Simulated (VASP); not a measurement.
# ScInS3 (P6/mmm) in VASP: notebook

The runs below take ScInS3 through single point, relaxation of cell and atoms, with PBE.

Program: VASP 6.6.1. These are calculated values, not measurements. Logs are shortened: lines on timing, memory, paths and dates and some standing lists are left out, and cuts for length are marked.

### 1 The cell of the first run

The structure is hexagonal, space group P6/mmm (No. 191). The conventional cell has a = 5.298 Å, b = 5.298 Å, c = 4.964 Å, α = 90.00°, β = 90.00°, γ = 120.00°. Within 3.3 Å of Sc (site symmetry 6/mmm) lie 2 In at 2.48 Å and 6 S at 2.65 Å. In (site symmetry 6/mmm) has 2 Sc at 2.48 Å within 3.3 Å. S (site symmetry mmm) has 4 S at 2.65 Å and 2 Sc at 2.65 Å and 4 In at 3.63 Å within 3.7 Å.

The cell was built from a structure type or drawn by symmetry, and may not be a known phase.

### 2 Single point, PBE

File INCAR:

```
PREC = Accurate ; ENCUT = 520
EDIFF = 1E-6 ; ISMEAR = 0
SIGMA = 0.1 ; LREAL = F
LASPH = T ; NELM = 60
ALGO = Normal ; ISIF = 2
LWAVE = F ; LCHARG = F
GGA = PE ; NBANDS = 29
```

File KPOINTS:

```
Automatic mesh
0
Gamma
  6 6 4
```

File POSCAR:

```
ScInS3
1.0
    5.2984045400      0.0000000000      0.0000000000
   -2.6492022700      4.5885529300      0.0000000000
    0.0000000000      0.0000000000      4.9642260000
Sc In S
1 1 3
Direct
    0.0000000000      0.0000000000      0.0000000000
    0.0000000000      0.0000000000      0.5000000000
    0.5000000000      0.0000000000      0.0000000000
    0.0000000000      0.5000000000      0.0000000000
    0.5000000000      0.5000000000      0.0000000000
```

Potentials or basis: VASP PAW PBE potentials, release 64 (Sc_sv, In_d, S).

Launch:

```
$ cat potpaw_PBE.64/Sc_sv/POTCAR potpaw_PBE.64/In_d/POTCAR potpaw_PBE.64/S/POTCAR > POTCAR
$ mpirun -np 1 vasp_std > vasp.out
```

OUTCAR:

```text
PREC = Accurate
   ENCUT = 520
   EDIFF = 1E-6
   ISMEAR = 0
   LREAL = F
   LASPH = T
   NELM = 60
   ISIF = 2
   GGA = PE

 ion  position               nearest neighbor table
   1  0.000  0.000  0.000-   2 2.48   2 2.48   5 2.65   4 2.65   4 2.65   5 2.65   3 2.65   3 2.65

   2  0.000  0.000  0.500-   1 2.48   1 2.48
   3  0.500  0.000  0.000-   4 2.65   5 2.65   5 2.65   4 2.65   1 2.65   1 2.65
   4  0.000  0.500  0.000-   1 2.65   3 2.65   1 2.65   3 2.65   5 2.65   5 2.65
   5  0.500  0.500  0.000-   1 2.65   3 2.65   3 2.65   1 2.65   4 2.65   4 2.65

  LATTYP: Found a hexagonal cell.
 ALAT       =     5.2984045400
 C/A-ratio  =     0.9369284588

  Lattice vectors:

 A1 = (   5.2984045400,   0.0000000000,   0.0000000000)
 A2 = (  -2.6492022700,   4.5885529300,   0.0000000000)
 A3 = (   0.0000000000,   0.0000000000,   4.9642260000)

Analysis of symmetry for initial positions (statically):
=====================================================================
 Subroutine PRICEL returns:
 Original cell was already a primitive cell.

 Routine SETGRP: Setting up the symmetry group for a
 hexagonal supercell.

 Subroutine GETGRP returns: Found 24 space group operations
 (whereof 24 operations were pure point group operations)
 out of a pool of 24 trial point group operations.

The static configuration has the point symmetry D_6h.

Analysis of symmetry for dynamics (positions and initial velocities):
=====================================================================
 Subroutine PRICEL returns:
 Original cell was already a primitive cell.

 Routine SETGRP: Setting up the symmetry group for a
 hexagonal supercell.

 Subroutine GETGRP returns: Found 24 space group operations
 (whereof 24 operations were pure point group operations)
 out of a pool of 24 trial point group operations.

The dynamic configuration has the point symmetry D_6h.

 Subroutine INISYM returns: Found 24 space group operations
 (whereof 24 operations are pure point group operations),
 and found     1 'primitive' translations

----------------------------------------------------------------------------------------

                                     Primitive cell

  volume of cell :     120.6903

  direct lattice vectors                    reciprocal lattice vectors
     5.298404540  0.000000000  0.000000000     0.188736061  0.108966815  0.000000000
    -2.649202270  4.588552930  0.000000000     0.000000000  0.217933631  0.000000000
     0.000000000  0.000000000  4.964226000     0.000000000  0.000000000  0.201441272

  length of vectors
     5.298404540  5.298404539  4.964226000     0.217933631  0.217933631  0.201441272

  position of ions in fractional coordinates (direct lattice)
     0.000000000  0.000000000  0.000000000
     0.000000000  0.000000000  0.500000000
     0.500000000  0.000000000  0.000000000
     1.000000000  0.500000000  0.000000000
     0.500000000  0.500000000  0.000000000

  ion indices of the primitive-cell ions
   primitive index   ion index
                 1           1
                 2           2
                 3           3
                 4           4
                 5           5

----------------------------------------------------------------------------------------

 KPOINTS: Automatic mesh

Automatic generation of k-mesh.
 Grid dimensions read from file:
 generate k-points for:    6    6    4

 Generating k-lattice:

  Cartesian coordinates                     Fractional coordinates (reciprocal lattice)
     0.031456010  0.018161136  0.000000000     0.166666667 -0.000000000  0.000000000
     0.000000000  0.036322272  0.000000000     0.000000000  0.166666667  0.000000000
     0.000000000  0.000000000  0.050360318     0.000000000  0.000000000  0.250000000

  Length of vectors
     0.036322272  0.036322272  0.050360318

  Shift w.r.t. Gamma in fractional coordinates (k-lattice)
     0.000000000  0.000000000  0.000000000

 Subroutine IBZKPT returns following result:
 ===========================================

 Found     21 irreducible k-points:

 Following reciprocal coordinates:
            Coordinates               Weight
  0.000000  0.000000  0.000000      1.000000
  0.166667 -0.000000  0.000000      6.000000
  0.333333  0.000000  0.000000      6.000000
  0.500000 -0.000000  0.000000      3.000000
  0.166667  0.166667  0.000000      6.000000
  0.333333  0.166667  0.000000     12.000000
[... 13 lines left out ...]
  0.333333  0.166667  0.500000     12.000000
  0.333333  0.333333  0.500000      2.000000
   k-points           NKPTS =     21   k-points in BZ     NKDIM =     21   number of bands    NBANDS=     29
   number of dos      NEDOS =    301   number of ions     NIONS =      5
   total plane-waves  NPLWV =  64000
   dimension x,y,z NGX =    40 NGY =   40 NGZ =   40
   dimension x,y,z NGXF=    80 NGYF=   80 NGZF=   80
   ions per type =               1   1   3
   NGX,Y,Z   is equivalent  to a cutoff of  12.55, 12.55, 13.40 a.u.
   NGXF,Y,Z  is equivalent  to a cutoff of  25.10, 25.10, 26.79 a.u.
 SYSTEM =  unknown system
   PREC   = accura    normal or accurate (medium, high low for compatibility)
   ISTART =      0    job   : 0-new  1-cont  2-samecut
   ICHARG =      2    charge: 1-file 2-atom 10-const
   ISPIN  =      1    spin polarized calculation?
   LNONCOLLINEAR =      F non collinear calculations
   LSORBIT =      F    spin-orbit coupling
   LASPH  =      T    aspherical Exc in radial PAW
   ENCUT  =  520.0 eV  38.22 Ry    6.18 a.u.   9.85  9.85  9.23*2*pi/ulx,y,z
   NELM   =     60;   NELMIN=  2; NELMDL= -5     # of ELM steps
   EDIFF  = 0.1E-05   stopping-criterion for ELM
   LREAL  =      F    real-space projection
[... 7 lines left out ...]
   TEBEG  =    0.0;   TEEND  =   0.0 temperature during run
   PSTRESS=    0.0 pullay stress
   NELECT =      42.0000    total number of electrons
   NUPDOWN=      -1.0000    fix difference up-down
   EMIN   =  10.00;   EMAX   =-10.00  energy-range for DOS
   EFERMI =   0.00;   METHOD = LEGACY
   ISMEAR =     0;   SIGMA  =   0.10  broadening in eV -4-tet -1-fermi 0-gaus
   EFERMI_NEDOS =   21; number of points for ismear=-14 and -15
   IALGO  =     38    algorithm
   IMIX   =      4    mixing-type and parameters
     AMIX     =   0.40;   BMIX     =  1.00
     AMIX_MAG =   1.60;   BMIX_MAG =  1.00
  volume/ion in A,a.u.               =      24.14       162.89
  Fermi-wavevector in a.u.,A,eV,Ry     =   1.151508  2.176035 18.040940  1.325972
  Thomas-Fermi vector in A             =   2.288166
   LORBIT       =      0    0 simple, 1 ext, 2 COOP (PROOUT), +10 PAW based schemes
   GGA     = PE    functional components
   LHFCALC =     F    Hartree Fock is set to
   AEXX    =    0.0000 exact exchange contribution
   IVDW    =     0    specifies the selected vdW correction
   LEPSILON=     F    determine dielectric tensor
   LRPA    =     F    only Hartree local field effects (RPA)
 non-spin polarized calculation
 Gauss-broadening in eV      SIGMA  =   0.10
  energy-cutoff  :      520.00
  volume of cell :      120.69
 maximum number of plane-waves:      3276
 NGX is ok and might be reduce to    40
   NGX = 19   NGY = 19   NGZ = 19

 number of electron      41.9999994 magnetization

 Free energy of the ion-electron system (eV)
  ---------------------------------------------------
  ext. energy  EPLUGINS =         0.00000000
  ---------------------------------------------------
  free energy    TOTEN  =       -20.91873120 eV

  energy without entropy =      -20.90964042  energy(sigma->0) =      -20.91418581

 E-fermi :   4.7205     XC(G=0):  -9.0458

 val. band max:        4.6047854808   @ k =   0.0000   0.0000   0.2500
 cond. band min:       4.7221517963   @ k =   0.1667  -0.0000   0.2500
 fundamental gap:      0.1173663155
 Fermi energy:         4.7205172450

 k-point     1 :       0.0000    0.0000    0.0000
  band No.  band energies     occupation
      1     -44.8278      2.00000
      2     -23.7963      2.00000
      3     -23.4608      2.00000
      4     -23.4608      2.00000
      5     -11.1435      2.00000
      6     -10.9222      2.00000
[... 21 lines left out ...]
     28       7.5193      0.00000
     29       7.8047      0.00000

 k-point     2 :       0.1667   -0.0000    0.0000
  band No.  band energies     occupation
      1     -44.8278      2.00000
      2     -23.7963      2.00000
      3     -23.4631      2.00000
      4     -23.4615      2.00000
      5     -11.1428      2.00000
      6     -10.9229      2.00000
[... 21 lines left out ...]
     28       7.5349      0.00000
     29       7.6539      0.00000

 k-point     3 :       0.3333    0.0000    0.0000
  band No.  band energies     occupation
      1     -44.8277      2.00000
      2     -23.7962      2.00000
      3     -23.4676      2.00000
      4     -23.4627      2.00000
      5     -11.1418      2.00000
      6     -10.9242      2.00000
[... 21 lines left out ...]
     28       7.1850      0.00000
     29       8.6069      0.00000

 k-point     4 :       0.5000   -0.0000    0.0000
  band No.  band energies     occupation
      1     -44.8277      2.00000
      2     -23.7961      2.00000
      3     -23.4698      2.00000
      4     -23.4634      2.00000
      5     -11.1414      2.00000
      6     -10.9249      2.00000
[... 21 lines left out ...]
     28       7.0065      0.00000
     29       8.8277      0.00000

 k-point     5 :       0.1667    0.1667    0.0000
  band No.  band energies     occupation
      1     -44.8278      2.00000
      2     -23.7962      2.00000
      3     -23.4661      2.00000
      4     -23.4628      2.00000
      5     -11.1421      2.00000
      6     -10.9237      2.00000
[... 21 lines left out ...]
     28       7.5149      0.00000
     29       7.9742      0.00000
[... 414 lines left out ...]
     28       9.1767      0.00000
     29       9.8499      0.00000

 k-point    19 :       0.1667    0.1667    0.5000
  band No.  band energies     occupation
      1     -44.8252      2.00000
      2     -23.8596      2.00000
      3     -23.4684      2.00000
      4     -23.4652      2.00000
      5     -10.9150      2.00000
      6     -10.9066      2.00000
[... 21 lines left out ...]
     28       8.6692      0.00000
     29       9.1803      0.00000

 k-point    20 :       0.3333    0.1667    0.5000
  band No.  band energies     occupation
      1     -44.8251      2.00000
      2     -23.8595      2.00000
      3     -23.4711      2.00000
      4     -23.4668      2.00000
      5     -10.9145      2.00000
      6     -10.9089      2.00000
[... 21 lines left out ...]
     28       9.0015      0.00000
     29       9.1003      0.00000

 k-point    21 :       0.3333    0.3333    0.5000
  band No.  band energies     occupation
      1     -44.8251      2.00000
      2     -23.8595      2.00000
      3     -23.4697      2.00000
      4     -23.4697      2.00000
      5     -10.9144      2.00000
      6     -10.9044      2.00000
[... 21 lines left out ...]
     28       8.6687      0.00000
     29       8.6687      0.00000

------------------------ aborting loop because EDIFF is reached ----------------------------------------

  FORCE on cell =-STRESS in cart. coord.  units (eV):
  Direction    XX          YY          ZZ          XY          YZ          ZX
  --------------------------------------------------------------------------------------
  -------------------------------------------------------------------------------------
  Total       -0.3872750     -0.3872750     15.6327749      0.0000000      0.0000000      0.0000000
  in kB       -5.1411183     -5.1411183    207.5268300      0.0000000      0.0000000      0.0000000
  external PRESSURE =      65.7481978 kB  Pullay stress =       0.0000000 kB

 VOLUME and BASIS-vectors are now :
 -----------------------------------------------------------------------------
  energy-cutoff  :      520.00
  volume of cell :      120.69
      direct lattice vectors                 reciprocal lattice vectors
     5.298404540  0.000000000  0.000000000     0.188736061  0.108966815  0.000000000
    -2.649202270  4.588552930  0.000000000     0.000000000  0.217933631  0.000000000
     0.000000000  0.000000000  4.964226000     0.000000000  0.000000000  0.201441272

 POSITION                                       TOTAL-FORCE (eV/Angst)
 -----------------------------------------------------------------------------------
      0.00000      0.00000      0.00000         0.000000      0.000000      0.000000
      0.00000      0.00000      2.48211        -0.000000      0.000000      0.000000
      2.64920      0.00000      0.00000        -0.000000      0.000000      0.000000
     -1.32460      2.29428      0.00000         0.000000      0.000000      0.000000
      1.32460      2.29428      0.00000        -0.000000      0.000000      0.000000
 -----------------------------------------------------------------------------------
    total drift:                               -0.000000      0.000000     -0.000000

  FREE ENERGIE OF THE ION-ELECTRON SYSTEM (eV)
  ---------------------------------------------------
  free  energy   TOTEN  =       -20.9187311986 eV

  energy  without entropy=      -20.9096404170  energy(sigma->0) =      -20.91418581
```

Wall time 34 s (1 thread of Intel Xeon 6975P-C (Granite Rapids), shared host); peak memory 0.27 GiB.

Results:

```
Free energy            : -20.9187 eV
Pressure               : 6.6 GPa
Band gap on the k mesh : zero (bands 21 and 22 overlap by 2.38 eV)
```

Caveat: the cell stands under pressure; spin-orbit coupling is left out, which moves the levels of the heavy elements.

### 3 Single point, PBE

This run uses another cell than the first one, of 29.08 Å³/atom.

File INCAR:

```
SYSTEM = ScInS3
PREC = Accurate
ENCUT = 520
EDIFF = 1E-6
ISMEAR = 0
SIGMA = 0.1
LREAL = .FALSE.
LASPH = .TRUE.
NELM = 80
ALGO = Normal
ISIF = 2
LWAVE = .FALSE.
LCHARG = .FALSE.
GGA = PE
NBANDS = 29
```

File KPOINTS:

```
regular mesh
0
G
  6 6 4
  0 0 0
```

Changes to POSCAR since step 2:

```diff
@@ -2,5 +2,5 @@
 1.0
-    5.2984045400      0.0000000000      0.0000000000
-   -2.6492022700      4.5885529300      0.0000000000
-    0.0000000000      0.0000000000      4.9642260000
+    5.2906426253      0.0000000000      0.0000000000
+   -2.6453213126      4.5818309158      0.0000000000
+    0.0000000000      0.0000000000      5.9983893461
 Sc In S
```

Potentials or basis: VASP PAW PBE potentials, release 64 (Sc_sv, In_d, S).

Launch:

```
$ cat potpaw_PBE.64/Sc_sv/POTCAR potpaw_PBE.64/In_d/POTCAR potpaw_PBE.64/S/POTCAR > POTCAR
$ mpirun -np 1 vasp_std > vasp.out
```

Run time: 48 s. Hardware: 1 thread of Intel Xeon 6975P-C (Granite Rapids), shared host; peak memory 0.31 GiB.

It converged, with:

* Free energy: -22.2205 eV
* Pressure: 0.1 GPa
* Band gap on the k mesh: zero (bands 21 and 22 overlap by 1.89 eV)

Stress tensor (GPa, compression positive):
```
0.06 0.00 0.00
0.00 0.06 0.00
0.00 0.00 0.18
```

Levels at points of the mesh, in eV from the Fermi level:
| k point | band 18 | band 19 | band 20 | band 21 | band 22 | band 23 | band 24 | band 25 |
| --- | --- | --- | --- | --- | --- | --- | --- | --- |
| (0.00, 0.00, 0.00) | -1.08 | -1.08 | 1.08 | 1.08 | 1.14 | 1.65 | 2.05 | 2.13 |
| (0.50, 0.00, 0.00) | -2.56 | -2.55 | -1.94 | -1.53 | 0.30 | 0.96 | 1.86 | 1.99 |
| (0.00, 0.00, 0.50) | -1.14 | -1.14 | -1.14 | 0.32 | 0.32 | 1.15 | 2.13 | 2.13 |
| (0.50, 0.00, 0.50) | -2.52 | -2.15 | -1.94 | -1.81 | -0.82 | 1.46 | 1.49 | 2.16 |

Caveat: spin-orbit coupling is left out, which moves the levels of the heavy elements.

(Continued in part 2 of 2.)
